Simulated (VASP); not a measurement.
# ZnS (P6_3mc) in VASP: vibrations by perturbation theory with PBE

Aim: the vibrations by perturbation theory of ZnS with PBE.

All numbers are computed with VASP 6.6.1; they aren't measurements. Logs are shortened: lines on timing, memory, paths and dates and some standing lists are left out, and cuts for length are marked.

### Step 1. The cell of the first run

The structure is hexagonal, space group P6_3mc (No. 186). Conventional cell: a = 3.846 Å, b = 3.846 Å, c = 12.589 Å, α = 90.00°, β = 90.00°, γ = 120.00°. Within 3.1 Å of Zn (site symmetry 3m) lie 4 S at 2.36 Å. Zn (site symmetry 3m) has 4 S at 2.36 Å within 3.1 Å. Within 3.1 Å of S (site symmetry 3m) lie 4 Zn at 2.36 Å. S (site symmetry 3m) has 4 Zn at 2.36 Å within 3.1 Å.

### Step 2. Vibrations by perturbation theory, PBE

INCAR

```
PREC = Accurate
ENCUT = 520
EDIFF = 1E-8
ISMEAR = 0
SIGMA = 0.01
LREAL = F
LASPH = T
NELM = 60
ALGO = Normal
ISIF = 2
LWAVE = F
LCHARG = T
GGA = PE
IBRION = 8
NSW = 1
LEPSILON = T
KPAR = 4
```

KPOINTS

```
Automatic mesh
0
Gamma
  6 6 2
```

POSCAR

```
ZnS
1.0
    3.8461551825      0.0000000000      0.0000000000
   -1.9230775912      3.3308680949      0.0000000000
    0.0000000000      0.0000000000     12.5886853755
Zn S
4 4
Direct
    0.6666666667      0.3333333333      0.7500383537
    0.3333333333      0.6666666667      0.2500383537
    0.0000000000      0.0000000000      0.5000855081
    0.0000000000      0.0000000000      0.0000855081
    0.6666666667      0.3333333333      0.9376114934
    0.3333333333      0.6666666667      0.4376114934
    0.0000000000      0.0000000000      0.6872636449
    0.0000000000      0.0000000000      0.1872636449
```

Potentials or basis: VASP PAW PBE potentials, release 64 (Zn, S).

The run is started by

```console
$ cat potpaw_PBE.64/Zn/POTCAR potpaw_PBE.64/S/POTCAR > POTCAR
$ mpirun -np 4 vasp_std > vasp.out
```

OUTCAR:

```text
PREC = Accurate
   ENCUT = 520
   EDIFF = 1E-8
   ISMEAR = 0
   LREAL = F
   LASPH = T
   NELM = 60
   ISIF = 2
   GGA = PE
   IBRION = 8
   NSW = 1
   LEPSILON = T

 ion  position               nearest neighbor table
   1  0.667  0.333  0.750-   7 2.36   7 2.36   7 2.36   5 2.36
   2  0.333  0.667  0.250-   8 2.36   8 2.36   8 2.36   6 2.36
   3  0.000  0.000  0.500-   6 2.36   6 2.36   6 2.36   7 2.36
   4  0.000  0.000  0.000-   5 2.36   5 2.36   5 2.36   8 2.36
   5  0.667  0.333  0.938-   4 2.36   4 2.36   4 2.36   1 2.36
   6  0.333  0.667  0.438-   3 2.36   3 2.36   3 2.36   2 2.36
   7  0.000  0.000  0.687-   3 2.36   1 2.36   1 2.36   1 2.36
   8  0.000  0.000  0.187-   4 2.36   2 2.36   2 2.36   2 2.36

  LATTYP: Found a hexagonal cell.
 ALAT       =     3.8461551825
 C/A-ratio  =     3.2730570604

  Lattice vectors:

 A1 = (   3.8461551825,   0.0000000000,   0.0000000000)
 A2 = (  -1.9230775912,   3.3308680949,   0.0000000000)
 A3 = (   0.0000000000,   0.0000000000,  12.5886853755)

Analysis of symmetry for initial positions (statically):
=====================================================================
 Subroutine PRICEL returns:
 Original cell was already a primitive cell.

 Routine SETGRP: Setting up the symmetry group for a
 hexagonal supercell.

 Subroutine GETGRP returns: Found 12 space group operations
 (whereof  6 operations were pure point group operations)
 out of a pool of 24 trial point group operations.

The static configuration has the point symmetry C_3v.
 The point group associated with its full space group is C_6v.

Analysis of symmetry for dynamics (positions and initial velocities):
[... 968 lines left out ...]
 ------------------------------------
               1X          1Y          1Z          2X          2Y          2Z          3X          3Y          3Z          4X          4Y          4Z          5X          5Y          5Z          6X          6Y          6Z          7X          7Y          7Z          8X          8Y          8Z
  1X    -5.413552   -0.000000    0.000000   -0.014924   -0.000000    0.000000   -0.022304   -0.000000    0.000000   -0.088237   -0.000000    0.000000    0.318971    0.000000    0.000000   -0.066574   -0.000000    0.000000    5.215541    0.000000   -0.000000    0.071079    0.000000   -0.000000
  1Y    -0.000000   -5.413552    0.000000   -0.000000   -0.014924   -0.000000   -0.000000   -0.022304    0.000000   -0.000000   -0.088237   -0.000000    0.000000    0.318971   -0.000000   -0.000000   -0.066574    0.000000    0.000000    5.215541    0.000000    0.000000    0.071079    0.000000
  1Z    -0.000000   -0.000000   -7.944337    0.000000    0.000000    0.787259   -0.000000   -0.000000    0.949235   -0.000000   -0.000000    0.892605    0.000000    0.000000    4.261003   -0.000000    0.000000   -0.693428    0.000000    0.000000    2.584641    0.000000    0.000000   -0.836977
  2X    -0.014924   -0.000000   -0.000000   -5.413552   -0.000000    0.000000   -0.088237   -0.000000   -0.000000   -0.022304   -0.000000   -0.000000   -0.066574   -0.000000    0.000000    0.318971    0.000000    0.000000    0.071079    0.000000    0.000000    5.215541    0.000000    0.000000
  2Y    -0.000000   -0.014924    0.000000   -0.000000   -5.413552    0.000000   -0.000000   -0.088237    0.000000   -0.000000   -0.022304   -0.000000   -0.000000   -0.066574   -0.000000    0.000000    0.318971    0.000000    0.000000    0.071079    0.000000    0.000000    5.215541   -0.000000
  2Z    -0.000000   -0.000000    0.787259    0.000000    0.000000   -7.944337    0.000000    0.000000    0.892605    0.000000    0.000000    0.949235    0.000000    0.000000   -0.693428   -0.000000   -0.000000    4.261003    0.000000   -0.000000   -0.836977    0.000000   -0.000000    2.584641
  3X    -0.017914   -0.000000    0.000000   -0.083984   -0.000000   -0.000000   -5.410883   -0.000000    0.000000    0.018679    0.000000   -0.000000    0.042601    0.000000    0.000000    5.179911    0.000000    0.000000    0.245542    0.000000    0.000000    0.026048    0.000000    0.000000
  3Y    -0.000000   -0.017914    0.000000   -0.000000   -0.083984    0.000000   -0.000000   -5.410883    0.000000    0.000000    0.018679   -0.000000    0.000000    0.042601   -0.000000    0.000000    5.179911    0.000000    0.000000    0.245542    0.000000    0.000000    0.026048    0.000000
  3Z    -0.000000   -0.000000    0.932627   -0.000000   -0.000000    0.908921    0.000000    0.000000   -7.990326    0.000000   -0.000000    0.821423    0.000000    0.000000   -0.838180   -0.000000   -0.000000    2.531396    0.000000    0.000000    4.303313    0.000000    0.000000   -0.669174
  4X    -0.083984   -0.000000    0.000000   -0.017914   -0.000000   -0.000000    0.018679    0.000000    0.000000   -5.410883   -0.000000   -0.000000    5.179911    0.000000    0.000000    0.042601    0.000000    0.000000    0.026048    0.000000    0.000000    0.245542    0.000000   -0.000000
  4Y    -0.000000   -0.083984    0.000000   -0.000000   -0.017914    0.000000    0.000000    0.018679    0.000000   -0.000000   -5.410883    0.000000    0.000000    5.179911    0.000000    0.000000    0.042601    0.000000    0.000000    0.026048    0.000000    0.000000    0.245542   -0.000000
  4Z     0.000000    0.000000    0.908921    0.000000    0.000000    0.932627   -0.000000    0.000000    0.821423    0.000000   -0.000000   -7.990326    0.000000    0.000000    2.531396   -0.000000   -0.000000   -0.838180   -0.000000   -0.000000   -0.669174   -0.000000   -0.000000    4.303313
  5X     0.304374    0.000000   -0.000000   -0.078547   -0.000000    0.000000    0.032167    0.000000    0.000000    5.169690    0.000000    0.000000   -6.138211   -0.000000   -0.000000    0.049900    0.000000   -0.000000    0.268644    0.000000    0.000000    0.391983    0.000000   -0.000000
  5Y     0.000000    0.304374    0.000000   -0.000000   -0.078547    0.000000    0.000000    0.032167   -0.000000    0.000000    5.169690    0.000000   -0.000000   -6.138211    0.000000    0.000000    0.049900    0.000000    0.000000    0.268644    0.000000    0.000000    0.391983    0.000000
  5Z     0.000000    0.000000    4.242489    0.000000   -0.000000   -0.659399   -0.000000    0.000000   -0.809684    0.000000    0.000000    2.523951    0.000000    0.000000   -9.456859    0.000000   -0.000000    0.832673    0.000000    0.000000    1.671616    0.000000    0.000000    1.655212
  6X    -0.078547   -0.000000    0.000000    0.304374    0.000000    0.000000    5.169690    0.000000    0.000000    0.032167    0.000000   -0.000000    0.049900    0.000000    0.000000   -6.138211   -0.000000    0.000000    0.391983    0.000000    0.000000    0.268644    0.000000    0.000000
  6Y    -0.000000   -0.078547   -0.000000    0.000000    0.304374    0.000000    0.000000    5.169690   -0.000000    0.000000    0.032167    0.000000    0.000000    0.049900    0.000000   -0.000000   -6.138211   -0.000000    0.000000    0.391983   -0.000000    0.000000    0.268644   -0.000000
  6Z    -0.000000    0.000000   -0.659399   -0.000000   -0.000000    4.242489   -0.000000   -0.000000    2.523951    0.000000   -0.000000   -0.809684    0.000000    0.000000    0.832673    0.000000    0.000000   -9.456859    0.000000    0.000000    1.655212   -0.000000   -0.000000    1.671616
  7X     5.201019    0.000000   -0.000000    0.056395    0.000000    0.000000    0.233061    0.000000   -0.000000    0.015450    0.000000   -0.000000    0.270047    0.000000   -0.000000    0.392652    0.000000    0.000000   -6.180066   -0.000000    0.000000    0.011443    0.000000    0.000000
  7Y     0.000000    5.201019    0.000000    0.000000    0.056395    0.000000    0.000000    0.233061    0.000000    0.000000    0.015450    0.000000    0.000000    0.270047   -0.000000    0.000000    0.392652    0.000000   -0.000000   -6.180066   -0.000000    0.000000    0.011443    0.000000
  7Z     0.000000   -0.000000    2.550563   -0.000000    0.000000   -0.784909    0.000000    0.000000    4.284355    0.000000    0.000000   -0.629179   -0.000000    0.000000    1.668195   -0.000000   -0.000000    1.661127    0.000000   -0.000000   -9.576263    0.000000    0.000000    0.826112
  8X     0.056395    0.000000    0.000000    5.201019    0.000000    0.000000    0.015450    0.000000    0.000000    0.233061    0.000000    0.000000    0.392652    0.000000    0.000000    0.270047    0.000000    0.000000    0.011443    0.000000    0.000000   -6.180066   -0.000000   -0.000000
  8Y     0.000000    0.056395   -0.000000    0.000000    5.201019    0.000000    0.000000    0.015450   -0.000000    0.000000    0.233061    0.000000    0.000000    0.392652   -0.000000    0.000000    0.270047    0.000000    0.000000    0.011443    0.000000   -0.000000   -6.180066   -0.000000
  8Z     0.000000    0.000000   -0.784909   -0.000000    0.000000    2.550563   -0.000000    0.000000   -0.629179   -0.000000   -0.000000    4.284355    0.000000    0.000000    1.661127    0.000000   -0.000000    1.668195   -0.000000    0.000000    0.826112   -0.000000    0.000000   -9.576263

 Eigenvectors and eigenvalues of the dynamical matrix
 ----------------------------------------------------

   1 f  =    9.774704 THz    61.416274 2PiTHz  326.049016 cm-1    40.424908 meV
             X         Y         Z           dx          dy          dz
      1.923078  1.110289  9.441997    -0.000000    0.000000   -0.151625
     -0.000000  2.220579  3.147654     0.000000   -0.000000    0.151625
      0.000000  0.000000  6.295419     0.000000   -0.000000   -0.282480
      0.000000  0.000000  0.001076     0.000000    0.000000    0.282480
      1.923078  1.110289 11.803296    -0.000000   -0.000000   -0.065479
     -0.000000  2.220579  5.508953    -0.000000    0.000000    0.065479
      0.000000  0.000000  8.651746     0.000000   -0.000000    0.626839
      0.000000  0.000000  2.357403    -0.000000    0.000000   -0.626839
[... 243 lines left out ...]
  24 f/i=    0.016918 THz     0.106297 2PiTHz    0.564315 cm-1     0.069966 meV
             X         Y         Z           dx          dy          dz
      1.923078  1.110289  9.441997     0.386787    0.133907   -0.000000
     -0.000000  2.220579  3.147654     0.386787    0.133907   -0.000000
      0.000000  0.000000  6.295419     0.386108    0.133672   -0.000000
      0.000000  0.000000  0.001076     0.386108    0.133672   -0.000000
      1.923078  1.110289 11.803296     0.271671    0.094054   -0.000000
     -0.000000  2.220579  5.508953     0.271671    0.094054   -0.000000
      0.000000  0.000000  8.651746     0.272024    0.094176   -0.000000
      0.000000  0.000000  2.357403     0.272024    0.094176   -0.000000

--------------------------------------------------------------------------------------------------------

 MACROSCOPIC STATIC DIELECTRIC TENSOR IONIC CONTRIBUTION
 ------------------------------------------------------
           3.421079     0.000000     0.000000
           0.000000     3.421079     0.000000
           0.000000     0.000000     3.583410
 ------------------------------------------------------

 ELASTIC MODULI CONTR FROM IONIC RELAXATION (kBar)
 Direction    XX          YY          ZZ          XY          YZ          ZX
 --------------------------------------------------------------------------------
 XX        -233.9398    106.2648    118.8813     -0.0000      0.0000     -0.0000
 YY         106.2648   -233.9398    118.8813     -0.0000     -0.0000      0.0000
 ZZ         118.8813    118.8813   -221.4321      0.0000      0.0000      0.0000
 XY          -0.0000     -0.0000      0.0000   -170.1023     -0.0000      0.0000
 YZ           0.0000     -0.0000      0.0000     -0.0000    -53.1298     -0.0000
 ZX          -0.0000      0.0000      0.0000     -0.0000     -0.0000    -65.1570
 --------------------------------------------------------------------------------

 PIEZOELECTRIC TENSOR IONIC CONTR  for field in x, y, z        (C/m^2)
          XX          YY          ZZ          XY          YZ          ZX
  --------------------------------------------------------------------------------
  x    -0.00000     0.00000     0.00000    -0.00000    -0.00000    -0.44332
  y     0.00000    -0.00000     0.00000    -0.00000    -0.40007    -0.00000
  z    -0.44996    -0.44996     0.83807    -0.00000    -0.00000    -0.00000
```

Wall time 29 min (4 MPI ranks of Oxide Virtual Turin-like, shared host); peak memory 0.88 GiB.

Results:

```
Electronic dielectric tensor (diagonal)                 : 6.16, 6.16, 6.04
Born charges (mean of the diagonal)                     : Zn +2.05; S -2.05 e
Highest phonon frequency at Γ, LO-TO splitting left out : 326 cm⁻¹
```

Phonon frequencies in cm⁻¹ (negative: imaginary):
| q point | frequencies |
| --- | --- |
| (0.000, 0.000, 0.000) | -1 -1 0 58 58 59 59 73 73 135 136 189 260 263 263 265 265 270 270 273 273 322 325 326 |

Electronic dielectric tensor:
```
6.16 0.00 0.00
0.00 6.16 0.00
0.00 0.00 6.04
```

Born effective charge tensors (e):
atom 1, Zn
```
2.05 0.00 0.00
0.00 2.05 0.00
0.00 0.00 2.05
```
atom 2, Zn
```
2.05 0.00 0.00
0.00 2.05 0.00
0.00 0.00 2.05
```
atom 3, Zn
```
2.04 0.00 0.00
0.00 2.04 0.00
0.00 0.00 2.08
```
atom 4, Zn
```
2.04 0.00 0.00
0.00 2.04 0.00
0.00 0.00 2.08
```
atom 5, S
```
-2.05  0.00  0.00
 0.00 -2.05  0.00
 0.00  0.00 -2.07
```
atom 6, S
```
-2.05  0.00  0.00
 0.00 -2.05  0.00
 0.00  0.00 -2.07
```
atom 7, S
```
-2.04  0.00  0.00
 0.00 -2.04  0.00
 0.00  0.00 -2.06
```
atom 8, S
```
-2.04  0.00  0.00
 0.00 -2.04  0.00
 0.00  0.00 -2.06
```
